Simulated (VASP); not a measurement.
Wanted: the native input for a VASP 6.6.1 run.

| Quantity | Value |
| --- | --- |
| Task | single point |
| Functional | PBEsol |
| Potentials or basis | VASP PAW PBE potentials, release 64 (Cs_sv) |
| Cutoff | 520 eV |
| k mesh | 9 × 9 × 9 |
| Occupations | fermi-dirac, width 0.05 eV |
| Spin | no spin polarisation |
| Dipole correction | no |
| Further INCAR settings | ALGO = Normal; EDIFF = 1e-06; NBANDS = 10 |

The structure of Cs lies in POSCAR:

```
Cs
1.0
   -2.9712588617      2.9712588617      2.9712588617
    2.9712588617     -2.9712588617      2.9712588617
    2.9712588617      2.9712588617     -2.9712588617
Cs
1
Direct
    0.0000000000      0.0000000000      0.0000000000
```

This cell differs from its parent crystal: volume scaled by 0.95.

These files were run (other wordings do the same):

INCAR

```
SYSTEM = Cs
  PREC = Accurate
  ENCUT = 520
  EDIFF = 1E-6
  ISMEAR = -1
  SIGMA = 0.05
  LREAL = .False.
  LASPH = .True.
  NELM = 60
  ALGO = Normal
  ISIF = 2
  LWAVE = .False.
  LCHARG = .False.
  GGA = PS
  NBANDS = 10
```

KPOINTS

```
Automatic mesh
0
Gamma
  9 9 9
  0 0 0
```

Potentials or basis: VASP PAW PBE potentials, release 64 (Cs_sv).

Command:

```console
$ cat potpaw_PBE.64/Cs_sv/POTCAR > POTCAR
$ mpirun -np 1 vasp_std > vasp.out
```

Results of the run:

```
Pressure : 0.1 GPa
```

Caveat: the PAW data sets were made with another functional, which shifts forces and pressure a little.

It took 15 s on 1 thread of AMD EPYC 9R45 (Zen 5), on a shared host, peak memory 0.2 GiB.
